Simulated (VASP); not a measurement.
# TaN (P6/mmm) in VASP: notebook

The runs below take TaN through single point, relaxation of cell and atoms, with PBEsol.

Everything below comes from runs of VASP 6.6.1. Logs are shortened: lines on timing, memory, paths and dates and some standing lists are left out, and cuts for length are marked.

### 1 The cell of the first run

The structure is hexagonal, space group P6/mmm (No. 191). Conventional cell: a = 5.200 Å, b = 5.200 Å, c = 2.907 Å, α = 90.00°, β = 90.00°, γ = 120.00°. Ta (site symmetry 6/mmm) has 6 N at 2.60 Å and 14 Ta at 2.91 to 3.34 Å within 3.4 Å. Ta (site symmetry -6m2) has 6 N at 2.09 Å within 2.8 Å. N (site symmetry mmm) has 6 Ta at 2.09 to 2.60 Å and 4 N at 2.60 Å within 2.8 Å.

### 2 Single point, PBEsol

The input, INCAR:

```
SYSTEM = TaN
PREC     = Accurate       ! precision mode
ENCUT    = 520            ! plane-wave cutoff, eV
EDIFF    = 1E-7           ! SCF threshold, eV
ISMEAR   = -1             ! smearing method
SIGMA    = 0.05           ! smearing width, eV
LREAL    = .False.        ! projectors in reciprocal space
LASPH    = .True.         ! aspherical terms in the spheres
NELM     = 80             ! most SCF steps
ALGO     = Normal         ! electronic algorithm
ISIF     = 2              ! what is computed and relaxed
LWAVE    = .False.        ! write WAVECAR
LCHARG   = .False.        ! write CHGCAR
GGA      = PS             ! functional
NBANDS   = 33             ! bands
```

The input, KPOINTS:

```
regular mesh
0
Gamma
  5 5 8
  0 0 0
```

The input, POSCAR:

```
TaN
1.0
    5.1998856405      0.0000000000      0.0000000000
   -2.5999428203      4.5032330615      0.0000000000
    0.0000000000      0.0000000000      2.9071987026
Ta N
3 3
Direct
    0.0000000000      0.0000000000      0.0000000000
    0.3333333333      0.6666666667      0.5000000000
    0.6666666667      0.3333333333      0.5000000000
    0.5000000000      0.0000000000      0.0000000000
    0.5000000000      0.5000000000      0.0000000000
    0.0000000000      0.5000000000      0.0000000000
```

Potentials or basis: VASP PAW PBE potentials, release 64 (Ta_pv, N).

The run is started by

```sh
cat potpaw_PBE.64/Ta_pv/POTCAR potpaw_PBE.64/N/POTCAR > POTCAR
mpirun -np 1 vasp_std > vasp.out
```

OUTCAR:

```text
SYSTEM = TaN
   PREC = Accurate
   ENCUT = 520
   EDIFF = 1E-7
   ISMEAR = -1
   LREAL = .False.
   LASPH = .True.
   NELM = 80
   ISIF = 2
   GGA = PS

 ion  position               nearest neighbor table
   1  0.000  0.000  0.000-   4 2.60   4 2.60   5 2.60   5 2.60   6 2.60   6 2.60   3 3.34   3 3.34
                             2 3.34   2 3.34   2 3.34   3 3.34   2 3.34   3 3.34   2 3.34   3 3.34
   2  0.333  0.667  0.500-   6 2.09   6 2.09   4 2.09   4 2.09   5 2.09   5 2.09   3 3.00   3 3.00
                             3 3.00   1 3.34   1 3.34   1 3.34   1 3.34   1 3.34   1 3.34
   3  0.667  0.333  0.500-   6 2.09   6 2.09   4 2.09   4 2.09   5 2.09   5 2.09   2 3.00   2 3.00
                             2 3.00   1 3.34   1 3.34   1 3.34   1 3.34   1 3.34   1 3.34
   4  0.500  0.000  0.000-   2 2.09   3 2.09   2 2.09   3 2.09   1 2.60   1 2.60
   5  0.500  0.500  0.000-   2 2.09   3 2.09   2 2.09   3 2.09   1 2.60   1 2.60
   6  0.000  0.500  0.000-   2 2.09   3 2.09   2 2.09   3 2.09   1 2.60   1 2.60

  LATTYP: Found a hexagonal cell.
 ALAT       =     5.1998856405
 C/A-ratio  =     0.5590889692

  Lattice vectors:

 A1 = (   5.1998856405,   0.0000000000,   0.0000000000)
 A2 = (  -2.5999428203,   4.5032330615,   0.0000000000)
 A3 = (   0.0000000000,   0.0000000000,   2.9071987026)

Analysis of symmetry for initial positions (statically):
=====================================================================
 Subroutine PRICEL returns:
 Original cell was already a primitive cell.

 Routine SETGRP: Setting up the symmetry group for a
 hexagonal supercell.

 Subroutine GETGRP returns: Found 24 space group operations
 (whereof 24 operations were pure point group operations)
 out of a pool of 24 trial point group operations.

The static configuration has the point symmetry D_6h.

Analysis of symmetry for dynamics (positions and initial velocities):
=====================================================================
 Subroutine PRICEL returns:
 Original cell was already a primitive cell.

 Routine SETGRP: Setting up the symmetry group for a
 hexagonal supercell.

 Subroutine GETGRP returns: Found 24 space group operations
 (whereof 24 operations were pure point group operations)
 out of a pool of 24 trial point group operations.

The dynamic configuration has the point symmetry D_6h.

 Subroutine INISYM returns: Found 24 space group operations
 (whereof 24 operations are pure point group operations),
 and found     1 'primitive' translations

----------------------------------------------------------------------------------------

                                     Primitive cell

  volume of cell :      68.0758

  direct lattice vectors                    reciprocal lattice vectors
     5.199885640  0.000000000  0.000000000     0.192311922  0.111031340  0.000000000
    -2.599942820  4.503233061  0.000000000     0.000000000  0.222062679  0.000000000
     0.000000000  0.000000000  2.907198703     0.000000000  0.000000000  0.343973736

  length of vectors
     5.199885640  5.199885641  2.907198703     0.222062679  0.222062679  0.343973736

  position of ions in fractional coordinates (direct lattice)
     0.000000000  0.000000000  0.000000000
     0.333333333  0.666666667  0.500000000
     0.666666667  0.333333333  0.500000000
     0.500000000  0.000000000  0.000000000
     0.500000000  0.500000000  0.000000000
     0.000000000  0.500000000  0.000000000

  ion indices of the primitive-cell ions
   primitive index   ion index
                 1           1
                 2           2
                 3           3
                 4           4
                 5           5
                 6           6

----------------------------------------------------------------------------------------

 KPOINTS: regular mesh

Automatic generation of k-mesh.
 Grid dimensions read from file:
 generate k-points for:    5    5    8

 Generating k-lattice:

  Cartesian coordinates                     Fractional coordinates (reciprocal lattice)
     0.038462384  0.022206268  0.000000000     0.200000000  0.000000000  0.000000000
     0.000000000  0.044412536  0.000000000     0.000000000  0.200000000  0.000000000
     0.000000000  0.000000000  0.042996717     0.000000000  0.000000000  0.125000000

  Length of vectors
     0.044412536  0.044412536  0.042996717

  Shift w.r.t. Gamma in fractional coordinates (k-lattice)
     0.000000000  0.000000000  0.000000000

 Subroutine IBZKPT returns following result:
 ===========================================

 Found     25 irreducible k-points:

 Following reciprocal coordinates:
            Coordinates               Weight
  0.000000  0.000000  0.000000      1.000000
  0.200000  0.000000  0.000000      6.000000
  0.400000  0.000000  0.000000      6.000000
  0.200000  0.200000  0.000000      6.000000
  0.400000  0.200000  0.000000      6.000000
  0.000000  0.000000  0.125000      2.000000
[... 16 lines left out ...]
  0.400000  0.000000  0.500000      6.000000
  0.200000  0.200000  0.500000      6.000000
   k-points           NKPTS =     25   k-points in BZ     NKDIM =     25   number of bands    NBANDS=     33
   number of dos      NEDOS =    301   number of ions     NIONS =      6
   total plane-waves  NPLWV =  38400
   dimension x,y,z NGX =    40 NGY =   40 NGZ =   24
   dimension x,y,z NGXF=    80 NGYF=   80 NGZF=   48
   ions per type =               3   3
   NGX,Y,Z   is equivalent  to a cutoff of  12.79, 12.79, 13.72 a.u.
   NGXF,Y,Z  is equivalent  to a cutoff of  25.58, 25.58, 27.45 a.u.
 SYSTEM =  TaN
   PREC   = accura    normal or accurate (medium, high low for compatibility)
   ISTART =      0    job   : 0-new  1-cont  2-samecut
   ICHARG =      2    charge: 1-file 2-atom 10-const
   ISPIN  =      1    spin polarized calculation?
   LNONCOLLINEAR =      F non collinear calculations
   LSORBIT =      F    spin-orbit coupling
   LASPH  =      T    aspherical Exc in radial PAW
   ENCUT  =  520.0 eV  38.22 Ry    6.18 a.u.   9.67  9.67  5.41*2*pi/ulx,y,z
   NELM   =     80;   NELMIN=  2; NELMDL= -5     # of ELM steps
   EDIFF  = 0.1E-06   stopping-criterion for ELM
   LREAL  =      F    real-space projection
   EDIFFG = 0.1E-05   stopping-criterion for IOM
   NSW    =      0    number of steps for IOM
   IBRION =     -1    ionic relax: 0-MD 1-quasi-New 2-CG
   NFREE  =      0    steps in history (QN), initial steepest desc. (CG)
   ISIF   =      2    stress and relaxation
   ISYM   =      2    0-nonsym 1-usesym 2-fastsym
   POTIM  = 0.5000    time-step for ionic-motion
   TEBEG  =    0.0;   TEEND  =   0.0 temperature during run
   PSTRESS=    0.0 pullay stress
   NELECT =      48.0000    total number of electrons
   NUPDOWN=      -1.0000    fix difference up-down
   EMIN   =  10.00;   EMAX   =-10.00  energy-range for DOS
   EFERMI =   0.00;   METHOD = LEGACY
   ISMEAR =    -1;   SIGMA  =   0.05  broadening in eV -4-tet -1-fermi 0-gaus
   EFERMI_NEDOS =   21; number of points for ismear=-14 and -15
   IALGO  =     38    algorithm
   IMIX   =      4    mixing-type and parameters
     AMIX     =   0.40;   BMIX     =  1.00
     AMIX_MAG =   1.60;   BMIX_MAG =  1.00
  volume/ion in A,a.u.               =      11.35        76.57
  Fermi-wavevector in a.u.,A,eV,Ry     =   1.457105  2.753530 28.887288  2.123156
  Thomas-Fermi vector in A             =   2.573946
   LORBIT       =      0    0 simple, 1 ext, 2 COOP (PROOUT), +10 PAW based schemes
   GGA     = PS    functional components
   LHFCALC =     F    Hartree Fock is set to
   AEXX    =    0.0000 exact exchange contribution
   IVDW    =     0    specifies the selected vdW correction
   LEPSILON=     F    determine dielectric tensor
   LRPA    =     F    only Hartree local field effects (RPA)
 non-spin polarized calculation
  energy-cutoff  :      520.00
  volume of cell :       68.08
 maximum number of plane-waves:      1860
 NGX is ok and might be reduce to    40
   NGX = 19   NGY = 19   NGZ = 11

 number of electron      47.9999999 magnetization

 Free energy of the ion-electron system (eV)
  ---------------------------------------------------
  ext. energy  EPLUGINS =         0.00000000
  ---------------------------------------------------
  free energy    TOTEN  =       -68.72037917 eV

  energy without entropy =      -68.71183668  energy(sigma->0) =      -68.71610792

 E-fermi :   8.0212     XC(G=0): -13.1772

 val. band max:        8.0045436463   @ k =   0.0000   0.0000   0.3750
 cond. band min:       8.0533932627   @ k =   0.2000   0.0000   0.2500
 fundamental gap:      0.0488496164
 Fermi energy:         8.0212266381

 k-point     1 :       0.0000    0.0000    0.0000
  band No.  band energies     occupation
      1     -28.1425      2.00000
      2     -28.1425      2.00000
      3     -27.7535      2.00000
      4     -27.7535      2.00000
      5     -27.5346      2.00000
      6     -27.4166      2.00000
[... 25 lines left out ...]
     32      11.2647      0.00000
     33      11.2647      0.00000

 k-point     2 :       0.2000    0.0000    0.0000
  band No.  band energies     occupation
      1     -28.1695      2.00000
      2     -28.1240      2.00000
      3     -27.7364      2.00000
      4     -27.7159      2.00000
      5     -27.5230      2.00000
      6     -27.4571      2.00000
[... 25 lines left out ...]
     32      11.4124      0.00000
     33      11.6580      0.00000

 k-point     3 :       0.4000    0.0000    0.0000
  band No.  band energies     occupation
      1     -28.2065      2.00000
      2     -28.0499      2.00000
      3     -27.7985      2.00000
      4     -27.6573      2.00000
      5     -27.4964      2.00000
      6     -27.4764      2.00000
[... 25 lines left out ...]
     32      11.6186      0.00000
     33      11.7516      0.00000

 k-point     4 :       0.2000    0.2000    0.0000
  band No.  band energies     occupation
      1     -28.1875      2.00000
      2     -28.0833      2.00000
      3     -27.7827      2.00000
      4     -27.6654      2.00000
      5     -27.5030      2.00000
      6     -27.4767      2.00000
[... 25 lines left out ...]
     32      11.4371      0.00000
     33      11.6488      0.00000

 k-point     5 :       0.4000    0.2000    0.0000
  band No.  band energies     occupation
      1     -28.1953      2.00000
      2     -28.0086      2.00000
      3     -27.8857      2.00000
      4     -27.6361      2.00000
      5     -27.4806      2.00000
      6     -27.4617      2.00000
[... 604 lines left out ...]
 k-point    22 :       0.2000    0.0000    0.5000
  band No.  band energies     occupation
      1     -28.4592      2.00000
      2     -28.2673      2.00000
      3     -27.9906      2.00000
      4     -27.9527      2.00000
      5     -27.6055      2.00000
      6     -27.5540      2.00000
[... 25 lines left out ...]
     32      12.2537      0.00000
     33      12.5997      0.00000

 k-point    23 :       0.4000    0.0000    0.5000
  band No.  band energies     occupation
      1     -28.4263      2.00000
      2     -28.3121      2.00000
      3     -28.0050      2.00000
      4     -27.9002      2.00000
      5     -27.6679      2.00000
      6     -27.5386      2.00000
[... 25 lines left out ...]
     32      12.1235      0.00000
     33      13.5837      0.00000

 k-point    24 :       0.2000    0.2000    0.5000
  band No.  band energies     occupation
      1     -28.4334      2.00000
      2     -28.3030      2.00000
      3     -28.0129      2.00000
      4     -27.8945      2.00000
      5     -27.6655      2.00000
      6     -27.5374      2.00000
[... 25 lines left out ...]
     32      11.9409      0.00000
     33      13.3355      0.00000

 [... further k-points ...]

------------------------ aborting loop because EDIFF is reached ----------------------------------------

  FORCE on cell =-STRESS in cart. coord.  units (eV):
  Direction    XX          YY          ZZ          XY          YZ          ZX
  --------------------------------------------------------------------------------------
  -------------------------------------------------------------------------------------
  Total        0.3491891      0.3491891      0.4939175     -0.0000000     -0.0000000     -0.0000000
  in kB        8.2182317      8.2182317     11.6244413     -0.0000000     -0.0000000     -0.0000000
  external PRESSURE =       9.3536349 kB  Pullay stress =       0.0000000 kB

 VOLUME and BASIS-vectors are now :
 -----------------------------------------------------------------------------
  energy-cutoff  :      520.00
  volume of cell :       68.08
      direct lattice vectors                 reciprocal lattice vectors
     5.199885640  0.000000000  0.000000000     0.192311922  0.111031340  0.000000000
    -2.599942820  4.503233061  0.000000000     0.000000000  0.222062679  0.000000000
     0.000000000  0.000000000  2.907198703     0.000000000  0.000000000  0.343973736

 POSITION                                       TOTAL-FORCE (eV/Angst)
 -----------------------------------------------------------------------------------
      0.00000      0.00000      0.00000         0.000000      0.000000     -0.000000
     -0.00000      3.00216      1.45360         0.000000     -0.000000      0.000000
      2.59994      1.50108      1.45360        -0.000000      0.000000     -0.000000
      2.59994      0.00000      0.00000         0.000000      0.000000     -0.000000
      1.29997      2.25162      0.00000         0.000000      0.000000     -0.000000
     -1.29997      2.25162      0.00000         0.000000      0.000000     -0.000000
 -----------------------------------------------------------------------------------
    total drift:                               -0.000000      0.000000     -0.000000

  FREE ENERGIE OF THE ION-ELECTRON SYSTEM (eV)
  ---------------------------------------------------
  free  energy   TOTEN  =       -68.7203791674 eV

  energy  without entropy=      -68.7118366774  energy(sigma->0) =      -68.71610792
```

Run time: 45 s. Hardware: 1 thread of Intel Xeon Platinum 8375C at 2.90GHz (Ice Lake), shared host; peak memory 0.21 GiB.

What came out:

```yaml
Free_energy: -68.7204 eV
Pressure: 0.9 GPa
Band_gap_on_the_k_mesh: zero (band 24 reaches 8.87 eV, above the bottom of band 25 at 6.73 eV)
```

Levels at points of the mesh, in eV from the Fermi level:
```csv
k point,band 21,band 22,band 23,band 24,band 25,band 26,band 27,band 28
"(0.00, 0.00, 0.00)",-3.03,-2.51,-2.11,-1.29,-1.29,0.79,0.79,1.16
"(0.00, 0.00, 0.50)",-3.12,-3.12,-1.93,0.85,0.85,1.49,1.70,2.49
```

Caveat: the PAW data sets were made with another functional, which shifts forces and pressure a little; spin-orbit coupling is left out, which moves the levels of the heavy elements.

### 3 Relaxation of cell and atoms, PBEsol

This run uses another cell than the first one, of 11.31 Å³/atom, 0.997 times its volume.

The input, INCAR:

```
ALGO     = Normal         # electronic algorithm
EDIFF    = 1E-6           # SCF threshold, eV
EDIFFG   = -0.01          # ionic threshold
ENCUT    = 600            # plane-wave cutoff, eV
GGA      = PS             # functional
IBRION   = 2              # ionic algorithm
ISIF     = 3              # what is computed and relaxed
ISMEAR   = -1             # smearing method
LASPH    = T              # aspherical terms in the spheres
LCHARG   = F              # write CHGCAR
LREAL    = F              # projectors in reciprocal space
LWAVE    = F              # write WAVECAR
NELM     = 80             # most SCF steps
NSW      = 50             # ionic steps
PREC     = Accurate       # precision mode
SIGMA    = 0.05           # smearing width, eV
```

The input, KPOINTS:

```
k-points
0
Gamma
  5 5 8
```

POSCAR: that of step 2 with these lines changed.

```diff
@@ -2,5 +2,5 @@
 1.0
-    5.1998856405      0.0000000000      0.0000000000
-   -2.5999428203      4.5032330615      0.0000000000
-    0.0000000000      0.0000000000      2.9071987026
+    5.1910000000      0.0000000000      0.0000000000
+   -2.5955000000      4.4955380000      0.0000000000
+    0.0000000000      0.0000000000      2.9080000000
 Ta N
```

Potentials or basis: VASP PAW PBE potentials, release 64 (Ta_pv, N).

The run is started by

```sh
cat potpaw_PBE.64/Ta_pv/POTCAR potpaw_PBE.64/N/POTCAR > POTCAR
mpirun -np 1 vasp_std > vasp.out
```

Wall time 1.8 min (1 thread of Intel Xeon Platinum 8375C at 2.90GHz (Ice Lake), shared host); peak memory 0.23 GiB.

It converged, with:

```yaml
Free_energy: -68.7264 eV
Relaxed_volume: 11.38 Å³/atom
Relaxed_cell: a = 5.205 Å, b = 5.205 Å, c = 2.909 Å, α = 90.00°, β = 90.00°, γ = 120.00°
Space_group_after_relaxing_to_0.05_Å: P6/mmm (No. 191)
Energy_gained_by_relaxing: 0.4 meV/atom
Ionic_steps: 4
Pressure_after_relaxing: 0.0 GPa
Band_gap_on_the_k_mesh: zero (band 24 reaches 8.84 eV, above the bottom of band 25 at 6.70 eV)
```

Stress tensor (GPa, compression positive):
```
-0.02  0.00  0.00
 0.00 -0.02  0.00
 0.00  0.00  0.06
```

The path:
| step | energy change (eV) | largest force (eV/Å) | pressure (GPa) | volume (Å³) |
| --- | --- | --- | --- | --- |
| 1 | 0.0000 | 0.0000 | 1.72 | 67.86 |
| 2 | 0.0080 | 0.0000 | -3.84 | 69.06 |
| 3 | -0.0020 | 0.0000 | 0.00 | 68.23 |
| 4 | -0.0021 | 0.0000 | 0.00 | 68.26 |

Final structure:
```yaml
crystal:
  lattice:
    - [5.20514, 0.00000, 0.00000]
    - [-2.60257, 4.50778, 0.00000]
    - [0.00000, 0.00000, 2.90926]
  atoms:
    - { symbol: Ta, position: [0.00000, 0.00000, 0.00000] }
    - { symbol: Ta, position: [0.33333, 0.66667, 0.50000] }
    - { symbol: Ta, position: [0.66667, 0.33333, 0.50000] }
    - { symbol: N, position: [0.50000, 0.00000, 0.00000] }
    - { symbol: N, position: [0.50000, 0.50000, 0.00000] }
    - { symbol: N, position: [0.00000, 0.50000, 0.00000] }
```

Levels at points of the mesh, in eV from the Fermi level:
| k point | band 20 | band 21 | band 22 | band 23 | band 24 | band 25 | band 26 | band 27 | band 28 |
| --- | --- | --- | --- | --- | --- | --- | --- | --- | --- |
| (0.00, 0.00, 0.00) | -3.03 | -3.03 | -2.50 | -2.11 | -1.29 | -1.29 | 0.79 | 0.79 | 1.15 |
| (0.00, 0.00, 0.50) | -3.73 | -3.12 | -3.12 | -1.92 | 0.85 | 0.85 | 1.49 | 1.69 | 2.48 |

Caveat: the PAW data sets were made with another functional, which shifts forces and pressure a little; spin-orbit coupling is left out, which moves the levels of the heavy elements. Zero-point motion and thermal expansion aren't in these numbers.

(Part 1 of 2 ends here.)
